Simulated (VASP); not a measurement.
Input of a VASP 6.6.1 run:

INCAR

```
SYSTEM = AlN
PREC = Accurate ; ENCUT = 600
EDIFF = 1E-6 ; ISMEAR = 0
SIGMA = 0.01 ; LREAL = .FALSE.
LASPH = .TRUE. ; NELM = 100
ALGO = Normal ; ISIF = 3
LWAVE = .FALSE. ; LCHARG = .FALSE.
GGA = PS ; IBRION = 2
NSW = 80 ; EDIFFG = -0.01
```

KPOINTS

```
Automatic mesh
0
G
  8 8 8
  0 0 0
```

Contents of POSCAR:

```
AlN
1.0
    0.0000000000      1.9690000000      1.9690000000
    1.9690000000      0.0000000000      1.9690000000
    1.9690000000      1.9690000000      0.0000000000
Al N
1 1
Direct
    0.0000000000      0.0000000000      0.0000000000
    0.5000000000      0.5000000000      0.5000000000
```

Potentials or basis: VASP PAW PBE potentials, release 64 (Al, N).

The run is started by

```console
$ cat potpaw_PBE.64/Al/POTCAR potpaw_PBE.64/N/POTCAR > POTCAR
$ mpirun -np 1 vasp_std > vasp.out
```

What does it give for the band gap on the k mesh?

4.55 eV, indirect (least direct gap 5.66 eV).

Predict the space group after relaxing (to 0.05 Å).

Fm-3m (No. 225).

Estimate the relaxed cell.

a = 2.859 Å, b = 2.859 Å, c = 2.859 Å, α = 60.00°, β = 60.00°, γ = 60.00°.

What does it give for the relaxed volume?

8.27 Å³/atom.

Final structure:
```xyz
2
Lattice="0.0000 2.0219 2.0219 2.0219 0.0000 2.0219 2.0219 2.0219 0.0000" Properties=species:S:1:pos:R:3 pbc="T T T"
Al    0.0000    0.0000    0.0000
N     2.0219    2.0219    2.0219
```

Caveat: the PAW data sets were made with another functional, which shifts forces and pressure a little. A k mesh can miss the band edges.
